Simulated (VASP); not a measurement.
# BaTe (Fm-3m) in VASP: further runs

Runs on BaTe. Level: PBE+D3(BJ). Tasks: single point.

Program: VASP 6.6.1. These are calculated values, not measurements. Logs are shortened: lines on timing, memory, paths and dates and some standing lists are left out, and cuts for length are marked.

## (1) The cell of the first run

The structure is cubic, space group Fm-3m (No. 225). Conventional cell: a = 6.932 Å, b = 6.932 Å, c = 6.932 Å, α = 90.00°, β = 90.00°, γ = 90.00°. Ba (site symmetry m-3m) has 6 Te at 3.47 Å within 4.6 Å. Within 4.6 Å of Te (site symmetry m-3m) lie 6 Ba at 3.47 Å.

## (2) Single point, PBE+D3(BJ)

File INCAR:

```
SYSTEM = BaTe
PREC = Accurate ; ENCUT = 500
EDIFF = 1E-6 ; ISMEAR = 0
SIGMA = 0.01 ; LREAL = .False.
LASPH = .True. ; NELM = 120
ALGO = Normal ; ISIF = 2
LWAVE = .False. ; LCHARG = .True.
GGA = PE ; IVDW = 12
LELF = .True. ; LVHAR = .True.
NBANDS = 15 ; GGA_COMPAT = .False.
```

File KPOINTS:

```
regular mesh
0
Gamma
  6 6 6
  0 0 0
```

File POSCAR:

```
BaTe
1.0
    0.0000000000      3.4659115767      3.4659115767
    3.4659115767      0.0000000000      3.4659115767
    3.4659115767      3.4659115767      0.0000000000
Ba Te
1 1
Direct
    0.0000000000      0.0000000000      0.0000000000
    0.5000000000      0.5000000000      0.5000000000
```

Potentials or basis: VASP PAW PBE potentials, release 64 (Ba_sv, Te).

Started as:

```console
cat potpaw_PBE.64/Ba_sv/POTCAR potpaw_PBE.64/Te/POTCAR > POTCAR
mpirun -np 1 vasp_std > vasp.out
```

OUTCAR:

```text
SYSTEM = BaTe
   PREC = Accurate
   ENCUT = 500
   EDIFF = 1E-6
   ISMEAR = 0
   LREAL = .False.
   LASPH = .True.
   NELM = 120
   ISIF = 2
   GGA = PE
   IVDW = 12
 IVDW          = 12

 ion  position               nearest neighbor table
   1  0.000  0.000  0.000-   2 3.47   2 3.47   2 3.47   2 3.47   2 3.47   2 3.47
   2  0.500  0.500  0.500-   1 3.47   1 3.47   1 3.47   1 3.47   1 3.47   1 3.47

  LATTYP: Found a face centered cubic cell.
 ALAT       =     6.9318231534

  Lattice vectors:

 A1 = (   0.0000000000,   3.4659115767,   3.4659115767)
 A2 = (   3.4659115767,   0.0000000000,   3.4659115767)
 A3 = (   3.4659115767,   3.4659115767,   0.0000000000)

Analysis of symmetry for initial positions (statically):
=====================================================================
 Subroutine PRICEL returns:
 Original cell was already a primitive cell.

 Routine SETGRP: Setting up the symmetry group for a
 face centered cubic supercell.

 Subroutine GETGRP returns: Found 48 space group operations
 (whereof 48 operations were pure point group operations)
 out of a pool of 48 trial point group operations.

The static configuration has the point symmetry O_h .

Analysis of symmetry for dynamics (positions and initial velocities):
=====================================================================
 Subroutine PRICEL returns:
 Original cell was already a primitive cell.

 Routine SETGRP: Setting up the symmetry group for a
 face centered cubic supercell.

 Subroutine GETGRP returns: Found 48 space group operations
 (whereof 48 operations were pure point group operations)
 out of a pool of 48 trial point group operations.

The dynamic configuration has the point symmetry O_h .

 Subroutine INISYM returns: Found 48 space group operations
 (whereof 48 operations are pure point group operations),
 and found     1 'primitive' translations

----------------------------------------------------------------------------------------

                                     Primitive cell

  volume of cell :      83.2688

  direct lattice vectors                    reciprocal lattice vectors
     0.000000000  3.465911577  3.465911577    -0.144262192  0.144262192  0.144262192
     3.465911577  0.000000000  3.465911577     0.144262192 -0.144262192  0.144262192
     3.465911577  3.465911577  0.000000000     0.144262192  0.144262192 -0.144262192

  length of vectors
     4.901539158  4.901539158  4.901539158     0.249869445  0.249869445  0.249869445

  position of ions in fractional coordinates (direct lattice)
     0.000000000  0.000000000  0.000000000
     0.500000000  0.500000000  0.500000000

  ion indices of the primitive-cell ions
   primitive index   ion index
                 1           1
                 2           2

----------------------------------------------------------------------------------------

 KPOINTS: regular mesh

Automatic generation of k-mesh.
 Grid dimensions read from file:
 generate k-points for:    6    6    6

 Generating k-lattice:

  Cartesian coordinates                     Fractional coordinates (reciprocal lattice)
    -0.024043699  0.024043699  0.024043699     0.166666667  0.000000000  0.000000000
     0.024043699 -0.024043699  0.024043699     0.000000000  0.166666667  0.000000000
     0.024043699  0.024043699 -0.024043699     0.000000000  0.000000000  0.166666667

  Length of vectors
     0.041644908  0.041644908  0.041644908

  Shift w.r.t. Gamma in fractional coordinates (k-lattice)
     0.000000000  0.000000000  0.000000000

 Subroutine IBZKPT returns following result:
 ===========================================

 Found     16 irreducible k-points:

 Following reciprocal coordinates:
            Coordinates               Weight
  0.000000  0.000000  0.000000      1.000000
  0.166667  0.000000  0.000000      8.000000
  0.333333  0.000000  0.000000      8.000000
  0.500000  0.000000  0.000000      4.000000
  0.166667  0.166667  0.000000      6.000000
  0.333333  0.166667  0.000000     24.000000
[... 8 lines left out ...]
 -0.333333  0.333333  0.166667     24.000000
 -0.333333  0.500000  0.166667     12.000000
   k-points           NKPTS =     16   k-points in BZ     NKDIM =     16   number of bands    NBANDS=     15
   number of dos      NEDOS =    301   number of ions     NIONS =      2
   total plane-waves  NPLWV =  46656
   dimension x,y,z NGX =    36 NGY =   36 NGZ =   36
   dimension x,y,z NGXF=    72 NGYF=   72 NGZF=   72
   ions per type =               1   1
   NGX,Y,Z   is equivalent  to a cutoff of  12.21, 12.21, 12.21 a.u.
   NGXF,Y,Z  is equivalent  to a cutoff of  24.42, 24.42, 24.42 a.u.
 SYSTEM =  BaTe
   PREC   = accura    normal or accurate (medium, high low for compatibility)
   ISTART =      0    job   : 0-new  1-cont  2-samecut
   ICHARG =      2    charge: 1-file 2-atom 10-const
   ISPIN  =      1    spin polarized calculation?
   LNONCOLLINEAR =      F non collinear calculations
   LSORBIT =      F    spin-orbit coupling
   LASPH  =      T    aspherical Exc in radial PAW
   ENCUT  =  500.0 eV  36.75 Ry    6.06 a.u.   8.94  8.94  8.94*2*pi/ulx,y,z
   NELM   =    120;   NELMIN=  2; NELMDL= -5     # of ELM steps
   EDIFF  = 0.1E-05   stopping-criterion for ELM
   LREAL  =      F    real-space projection
   EDIFFG = 0.1E-04   stopping-criterion for IOM
   NSW    =      0    number of steps for IOM
   IBRION =     -1    ionic relax: 0-MD 1-quasi-New 2-CG
   NFREE  =      0    steps in history (QN), initial steepest desc. (CG)
   ISIF   =      2    stress and relaxation
   ISYM   =      2    0-nonsym 1-usesym 2-fastsym
   POTIM  = 0.5000    time-step for ionic-motion
   TEBEG  =    0.0;   TEEND  =   0.0 temperature during run
   PSTRESS=    0.0 pullay stress
   NELECT =      16.0000    total number of electrons
   NUPDOWN=      -1.0000    fix difference up-down
   EMIN   =  10.00;   EMAX   =-10.00  energy-range for DOS
   EFERMI =   0.00;   METHOD = LEGACY
   ISMEAR =     0;   SIGMA  =   0.01  broadening in eV -4-tet -1-fermi 0-gaus
   EFERMI_NEDOS =   21; number of points for ismear=-14 and -15
   IALGO  =     38    algorithm
   IMIX   =      4    mixing-type and parameters
     AMIX     =   0.40;   BMIX     =  1.00
     AMIX_MAG =   1.60;   BMIX_MAG =  1.00
  volume/ion in A,a.u.               =      41.63       280.96
  Fermi-wavevector in a.u.,A,eV,Ry     =   0.944686  1.785197 12.142262  0.892431
  Thomas-Fermi vector in A             =   2.072514
   LORBIT       =      0    0 simple, 1 ext, 2 COOP (PROOUT), +10 PAW based schemes
   GGA     = PE    functional components
   LHFCALC =     F    Hartree Fock is set to
   AEXX    =    0.0000 exact exchange contribution
   IVDW    =    12    specifies the selected vdW correction
   LEPSILON=     F    determine dielectric tensor
   LRPA    =     F    only Hartree local field effects (RPA)
 non-spin polarized calculation
 Gauss-broadening in eV      SIGMA  =   0.01
  energy-cutoff  :      500.00
  volume of cell :       83.27
 maximum number of plane-waves:      2126
   NGX = 17   NGY = 17   NGZ = 17

 number of electron      16.0000000 magnetization

 Free energy of the ion-electron system (eV)
  ---------------------------------------------------
  ext. energy  EPLUGINS =         0.00000000
  ---------------------------------------------------
  free energy    TOTEN  =        -8.59107648 eV

  energy without entropy =       -8.59107648  energy(sigma->0) =       -8.59107648

 E-fermi :   2.5135     XC(G=0):  -8.3642

 val. band max:        2.4666425355   @ k =   0.0000   0.0000   0.0000
 cond. band min:       3.9180191292   @ k =   0.5000   0.5000   0.0000
 fundamental gap:      1.4513765938
 Fermi energy:         2.5135358681

 k-point     1 :       0.0000    0.0000    0.0000
  band No.  band energies     occupation
      1     -24.4793      2.00000
      2      -9.6389      2.00000
      3      -9.6389      2.00000
      4      -9.6389      2.00000
      5      -7.1419      2.00000
      6       2.4666      2.00000
      7       2.4666      2.00000
      8       2.4666      2.00000
      9       5.3722      0.00000
     10       5.3722      0.00000
     11       5.3722      0.00000
     12       5.4929      0.00000
     13       6.0204      0.00000
     14       6.0204      0.00000
     15       9.4536      0.00000

 k-point     2 :       0.1667    0.0000    0.0000
  band No.  band energies     occupation
      1     -24.4754      2.00000
      2      -9.7806      2.00000
      3      -9.6421      2.00000
      4      -9.6421      2.00000
      5      -6.9227      2.00000
      6       1.6369      2.00000
      7       2.0637      2.00000
      8       2.0637      2.00000
      9       5.4368      0.00000
     10       5.7204      0.00000
     11       5.7204      0.00000
     12       6.5866      0.00000
     13       6.8171      0.00000
     14       6.8171      0.00000
     15      10.3128      0.00000

 k-point     3 :       0.3333    0.0000    0.0000
  band No.  band energies     occupation
      1     -24.4676      2.00000
      2     -10.0177      2.00000
      3      -9.6482      2.00000
      4      -9.6482      2.00000
      5      -6.5163      2.00000
      6       0.5700      2.00000
      7       1.4977      2.00000
      8       1.4977      2.00000
      9       5.8824      0.00000
     10       6.6135      0.00000
     11       6.6135      0.00000
     12       7.9460      0.00000
     13       8.5294      0.00000
     14       8.5294      0.00000
     15      10.7201      0.00000

 k-point     4 :       0.5000    0.0000    0.0000
  band No.  band energies     occupation
      1     -24.4637      2.00000
      2     -10.1205      2.00000
      3      -9.6513      2.00000
      4      -9.6513      2.00000
      5      -6.3199      2.00000
      6       0.1460      2.00000
      7       1.2756      2.00000
      8       1.2756      2.00000
      9       6.6982      0.00000
     10       7.2911      0.00000
     11       7.4153      0.00000
     12       7.4153      0.00000
     13       9.4915      0.00000
     14       9.4915      0.00000
     15      10.1213      0.00000
[... 163 lines left out ...]
 k-point    14 :       0.5000    0.3333    0.1667
  band No.  band energies     occupation
      1     -24.4624      2.00000
      2      -9.9467      2.00000
      3      -9.7422      2.00000
      4      -9.6862      2.00000
      5      -6.6232      2.00000
      6       0.7615      2.00000
      7       1.4789      2.00000
      8       1.7456      2.00000
      9       5.2150      0.00000
     10       6.9075      0.00000
     11       7.4406      0.00000
     12       7.6154      0.00000
     13       8.1872      0.00000
     14       9.6074      0.00000
     15      10.1620      0.00000

 k-point    15 :      -0.3333    0.3333    0.1667
  band No.  band energies     occupation
      1     -24.4598      2.00000
      2      -9.9473      2.00000
      3      -9.7671      2.00000
      4      -9.7118      2.00000
      5      -6.5987      2.00000
      6       0.8297      2.00000
      7       1.4499      2.00000
      8       1.4753      2.00000
      9       6.0602      0.00000
     10       6.1787      0.00000
     11       7.8957      0.00000
     12       7.9411      0.00000
     13       8.0861      0.00000
     14       9.8368      0.00000
     15      10.8163      0.00000

 k-point    16 :      -0.3333    0.5000    0.1667
  band No.  band energies     occupation
      1     -24.4586      2.00000
      2      -9.8398      2.00000
      3      -9.7950      2.00000
      4      -9.7689      2.00000
      5      -6.7507      2.00000
      6       1.3366      2.00000
      7       1.3885      2.00000
      8       1.6965      2.00000
      9       4.9972      0.00000
     10       7.0522      0.00000
     11       7.2518      0.00000
     12       7.8752      0.00000
     13       8.3162      0.00000
     14       9.1294      0.00000
     15      10.7004      0.00000

------------------------ aborting loop because EDIFF is reached ----------------------------------------

 Edisp (eV)   -0.64394

 E8    (eV) :    -0.3321

  FORCE on cell =-STRESS in cart. coord.  units (eV):
  Direction    XX          YY          ZZ          XY          YZ          ZX
  --------------------------------------------------------------------------------------
  -------------------------------------------------------------------------------------
  Total       0.46029     0.46029     0.46029     0.00000     0.00000     0.00000
  in kB       8.85638     8.85638     8.85638     0.00000     0.00000     0.00000
  external pressure =        8.86 kB  Pullay stress =        0.00 kB

 VOLUME and BASIS-vectors are now :
 -----------------------------------------------------------------------------
  energy-cutoff  :      500.00
  volume of cell :       83.27
      direct lattice vectors                 reciprocal lattice vectors
     0.000000000  3.465911577  3.465911577    -0.144262192  0.144262192  0.144262192
     3.465911577  0.000000000  3.465911577     0.144262192 -0.144262192  0.144262192
     3.465911577  3.465911577  0.000000000     0.144262192  0.144262192 -0.144262192

 POSITION                                       TOTAL-FORCE (eV/Angst)
 -----------------------------------------------------------------------------------
      0.00000      0.00000      0.00000        -0.000000     -0.000000     -0.000000
      3.46591      3.46591      3.46591         0.000000      0.000000      0.000000
 -----------------------------------------------------------------------------------
    total drift:                                0.000000      0.000000      0.000000

  FREE ENERGIE OF THE ION-ELECTRON SYSTEM (eV)
  ---------------------------------------------------
  free  energy   TOTEN  =        -9.2350168900 eV

  energy  without entropy=       -9.2350168900  energy(sigma->0) =       -9.23501689
```

Run time: 38 s. Hardware: 1 thread of Intel Xeon 8259CL, shared host; peak memory 0.22 GiB.

What came out:

```yaml
Free_energy: -9.2350 eV
Pressure: 0.9 GPa
Band_gap_on_the_k_mesh: 1.45 eV, indirect (least direct gap 1.83 eV)
Dispersion_energy_per_atom: -0.322 eV
```

Caveat: three body term missing; spin-orbit coupling is left out, which moves the levels of the heavy elements. Expect the measured gap to be larger: semilocal functionals such as PBE lack the derivative discontinuity.

## (3) Single point, PBE+D3(BJ)

This run uses another cell than the first one, of 42.63 Å³/atom, 1.024 times its volume.

File INCAR:

```
SYSTEM = BaTe
PREC     = Accurate       ! precision mode
ENCUT    = 500            ! plane-wave cutoff, eV
EDIFF    = 1E-6           ! SCF threshold, eV
ISMEAR   = 0              ! smearing method
SIGMA    = 0.01           ! smearing width, eV
LREAL    = .FALSE.        ! projectors in reciprocal space
LASPH    = .TRUE.         ! aspherical terms in the spheres
NELM     = 120            ! most SCF steps
ALGO     = Normal         ! electronic algorithm
ISIF     = 2              ! what is computed and relaxed
LWAVE    = .FALSE.        ! write WAVECAR
LCHARG   = .TRUE.         ! write CHGCAR
GGA      = PE             ! functional
IVDW     = 12             ! dispersion correction
LELF     = .TRUE.         ! ELF
LVHAR    = .TRUE.       
NBANDS   = 15             ! bands
GGA_COMPAT= .FALSE.
```

File KPOINTS:

```
Automatic mesh
0
G
  6 6 6
  0 0 0
```

File POSCAR:

```
BaTe
1.0
    0.0000000000      3.4932033428      3.4932033428
    3.4932033428      0.0000000000      3.4932033428
    3.4932033428      3.4932033428      0.0000000000
Ba Te
1 1
Direct
    0.0000000000      0.0000000000      0.0000000000
    0.5000000000      0.5000000000      0.5000000000
```

Potentials or basis: VASP PAW PBE potentials, release 64 (Ba_sv, Te).

Started as:

```console
cat potpaw_PBE.64/Ba_sv/POTCAR potpaw_PBE.64/Te/POTCAR > POTCAR
mpirun -np 1 vasp_std > vasp.out
```

Wall time 39 s (1 thread of Intel Xeon 8259CL, shared host); peak memory 0.22 GiB.

Results (log left out):

* Free energy: -9.2411 eV
* Pressure: 0.1 GPa
* Band gap on the k mesh: 1.51 eV, indirect (least direct gap 1.89 eV)
* Dispersion energy per atom: -0.314 eV

Levels at points of the mesh, in eV from the valence-band top:
```tsv
k point	band 4	band 5	band 6	band 7	band 8	band 9	band 10	band 11	band 12	band 13
(0.00, 0.00, 0.00)	-12.16	-9.55	0.00	0.00	0.00	2.92	2.92	2.92	2.93	3.55
(0.50, 0.00, 0.00)	-12.17	-8.80	-2.25	-1.14	-1.14	4.20	4.77	4.90	4.90	6.97
(0.50, 0.50, 0.00)	-12.24	-9.35	-1.14	-0.38	-0.38	1.51	4.44	4.67	5.62	5.76
```

Caveat: three body term missing; spin-orbit coupling is left out, which moves the levels of the heavy elements.

[end of part 1 of 2]
